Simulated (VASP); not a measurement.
Set up this calculation in VASP 6.6.1, as the native input.

```yaml
Task: single point
Functional: r2SCAN
Potentials_or_basis: VASP PAW PBE potentials, release 64 (Si, C)
Cutoff: 520 eV
k_mesh: 12 × 12 × 2
Occupations: gaussian, width 0.02 eV
Spin: no spin polarisation
Dipole_correction: no
Further_INCAR_settings: LREAL = Auto; ALGO = Normal; EDIFF = 1e-06; NBANDS = 46
```

Crystal: SiC.

```
Si C
1.0
     3.04795    0.00000    0.00000
    -1.52398    2.63961    0.00000
     0.00000    0.00000   19.93192
Si C
8 8
Direct
  0.33333 0.66667 0.25011
  0.66667 0.33333 0.75011
  0.33333 0.66667 0.62499
  0.66667 0.33333 0.12499
  0.00000 0.00000 0.00009
  0.00000 0.00000 0.50009
  0.33333 0.66667 0.87518
  0.66667 0.33333 0.37518
  0.33333 0.66667 0.96892
  0.66667 0.33333 0.46892
  0.00000 0.00000 0.09386
  0.00000 0.00000 0.59386
  0.33333 0.66667 0.34412
  0.66667 0.33333 0.84412
  0.33333 0.66667 0.71872
  0.66667 0.33333 0.21872
```

These files were run (other wordings do the same):

POSCAR

```
SiC
1.0
    3.0479545697      0.0000000000      0.0000000000
   -1.5239772849      2.6396060869      0.0000000000
    0.0000000000      0.0000000000     19.9319157954
Si C
8 8
Direct
    0.3333333333      0.6666666667      0.2501112948
    0.6666666667      0.3333333333      0.7501112948
    0.3333333333      0.6666666667      0.6249902337
    0.6666666667      0.3333333333      0.1249902337
    0.0000000000      0.0000000000      0.0000908507
    0.0000000000      0.0000000000      0.5000908507
    0.3333333333      0.6666666667      0.8751787207
    0.6666666667      0.3333333333      0.3751787207
    0.3333333333      0.6666666667      0.9689207373
    0.6666666667      0.3333333333      0.4689207373
    0.0000000000      0.0000000000      0.0938594457
    0.0000000000      0.0000000000      0.5938594457
    0.3333333333      0.6666666667      0.3441239213
    0.6666666667      0.3333333333      0.8441239213
    0.3333333333      0.6666666667      0.7187247959
    0.6666666667      0.3333333333      0.2187247959
```

INCAR.step1

```
  PREC = Accurate
  ENCUT = 520
  ISMEAR = 0
  SIGMA = 0.02
  LREAL = Auto
  LASPH = T
  NELM = 80
  NBANDS = 46
  GGA = PE
  ALGO = Normal
  EDIFF = 1E-4
  LWAVE = T
  LCHARG = F
```

INCAR.step2

```
  PREC = Accurate
  ENCUT = 520
  EDIFF = 1E-6
  ISMEAR = 0
  SIGMA = 0.02
  LREAL = Auto
  LASPH = T
  NELM = 80
  ALGO = Normal
  ISIF = 2
  LWAVE = F
  LCHARG = T
  METAGGA = R2SCAN
  LMIXTAU = T
  LELF = T
  LVHAR = T
  NBANDS = 46
  ISTART = 1
```

KPOINTS

```
regular mesh
0
Gamma
  12 12 2
```

Potentials or basis: VASP PAW PBE potentials, release 64 (Si, C).

The run is started by

```sh
$ cat potpaw_PBE.64/Si/POTCAR potpaw_PBE.64/C/POTCAR > POTCAR
$ cp INCAR.step1 INCAR
$ mpirun -np 1 vasp_std > vasp.out
$ cp INCAR.step2 INCAR
$ mpirun -np 1 vasp_std > vasp.out
```

It gave:

The pressure is 7.1 GPa and the largest force is 0.013 eV/Å. The band gap on the k mesh is 2.14 eV (least direct gap 3.29 eV).

Caveat: the cell stands under pressure; the PAW data sets were made with another functional, which shifts forces and pressure a little.

It took 12 min on 1 thread of Intel(R) Xeon(R) 6975P-C (Granite Rapids), on a shared host, peak memory 0.38 GiB.
